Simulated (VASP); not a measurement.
A run of VASP 6.6.1:

File INCAR:

```
SYSTEM = CoPtO2
PREC = Accurate
ENCUT = 520
EDIFF = 1E-7
ISMEAR = 0
SIGMA = 0.1
LREAL = .FALSE.
LASPH = .TRUE.
NELM = 80
ALGO = Normal
ISIF = 2
LWAVE = .FALSE.
LCHARG = .FALSE.
GGA = PS
NBANDS = 58
```

File KPOINTS:

```
regular mesh
0
G
  12 12 2
  0 0 0
```

POSCAR

```
CoPtO2
1.0
    2.6977757979      0.0000000000      0.0000000000
   -1.3488878989      2.3363423747      0.0000000000
    0.0000000000      0.0000000000     18.1367525548
Co Pt O
3 3 6
Direct
    0.6666666667      0.3333333333      0.8333333333
    0.3333333333      0.6666666667      0.1666666667
    0.0000000000      0.0000000000      0.5000000000
    0.0000000000      0.0000000000      0.0000000000
    0.6666666667      0.3333333333      0.3333333333
    0.3333333333      0.6666666667      0.6666666667
    0.0000000000      0.0000000000      0.8895632044
    0.3333333333      0.6666666667      0.7771034622
    0.6666666667      0.3333333333      0.2228965378
    0.0000000000      0.0000000000      0.1104367956
    0.3333333333      0.6666666667      0.5562298711
    0.6666666667      0.3333333333      0.4437701289
```

Potentials or basis: VASP PAW PBE potentials, release 64 (Co, Pt, O).

Launch:

```console
$ cat potpaw_PBE.64/Co/POTCAR potpaw_PBE.64/Pt/POTCAR potpaw_PBE.64/O/POTCAR > POTCAR
$ mpirun -np 1 vasp_std > vasp.out
```

Hardware: 1 thread of Intel(R) Xeon(R) Platinum 8375C CPU @ 2.90GHz (Ice Lake), on a shared host.

Problem. Estimate the wall time of this run.

Solution. Run time: 6.7 min on 1 thread of Intel(R) Xeon(R) Platinum 8375C CPU @ 2.90GHz (Ice Lake) (shared host), peak memory 0.36 GiB. Counts: scf iterations 20, k points 38.
